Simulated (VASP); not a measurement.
Set up this calculation in VASP 6.6.1, as the native input.

| Property | Result |
| --- | --- |
| Task | single point |
| Functional | r2SCAN |
| Potentials or basis | VASP PAW PBE potentials, release 64 (B, N) |
| Cutoff | 520 eV |
| k mesh | 12 × 12 × 6 |
| Occupations | gaussian, width 0.05 eV |
| Spin | no spin polarisation |
| Dipole correction | no |
| Further INCAR settings | ALGO = Normal; EDIFF = 1e-06; NBANDS = 16 |

Crystal: BN.

```
B N
1.0
     2.54397    0.00000    0.00000
    -1.27198    2.20314    0.00000
     0.00000    0.00000    4.20774
B N
2 2
Cartesian
  1.2720 0.7344 4.2328
  0.0000 1.4688 2.0771
  1.2720 0.7344 2.5932
  0.0000 1.4688 0.5643
```

This cell differs from its parent crystal: atoms displaced along a vibrational mode.

These files were run (other wordings do the same):

POSCAR

```
BN
1.0
    2.5439665234      0.0000000000      0.0000000000
   -1.2719832617      2.2031396356      0.0000000000
    0.0000000000      0.0000000000      4.2077449346
B N
2 2
Direct
    0.6666666667      0.3333333333      1.0059659303
    0.3333333333      0.6666666667      0.4936332515
    0.6666666667      0.3333333333      0.6162882719
    0.3333333333      0.6666666667      0.1341125463
```

INCAR.step1

```
PREC = Accurate
ENCUT = 520
ISMEAR = 0
SIGMA = 0.05
LREAL = F
LASPH = T
NELM = 80
NBANDS = 16
GGA = PE
ALGO = Normal
EDIFF = 1E-4
LWAVE = T
LCHARG = F
```

INCAR.step2

```
PREC = Accurate
ENCUT = 520
EDIFF = 1E-6
ISMEAR = 0
SIGMA = 0.05
LREAL = F
LASPH = T
NELM = 80
ALGO = Normal
ISIF = 2
LWAVE = F
LCHARG = F
METAGGA = R2SCAN
LMIXTAU = T
NBANDS = 16
ISTART = 1
```

KPOINTS

```
Automatic mesh
0
Gamma
  12 12 6
```

Potentials or basis: VASP PAW PBE potentials, release 64 (B, N).

The run is started by

```sh
$ cat potpaw_PBE.64/B/POTCAR potpaw_PBE.64/N/POTCAR > POTCAR
$ cp INCAR.step1 INCAR
$ mpirun -np 1 vasp_std > vasp.out
$ cp INCAR.step2 INCAR
$ mpirun -np 1 vasp_std > vasp.out
```

It gave:

```json
{
 "Pressure": "2.5 GPa",
 "Largest force": "2.031 eV/Å",
 "Band gap on the k mesh": "5.69 eV (least direct gap 8.93 eV)"
}
```

Caveat: the cell differs from its parent crystal (atoms displaced along a vibrational mode); the PAW data sets were made with another functional, which shifts forces and pressure a little.

Wall time 2.7 min on 1 thread of Intel Xeon 8259CL (shared host), peak memory 0.16 GiB.
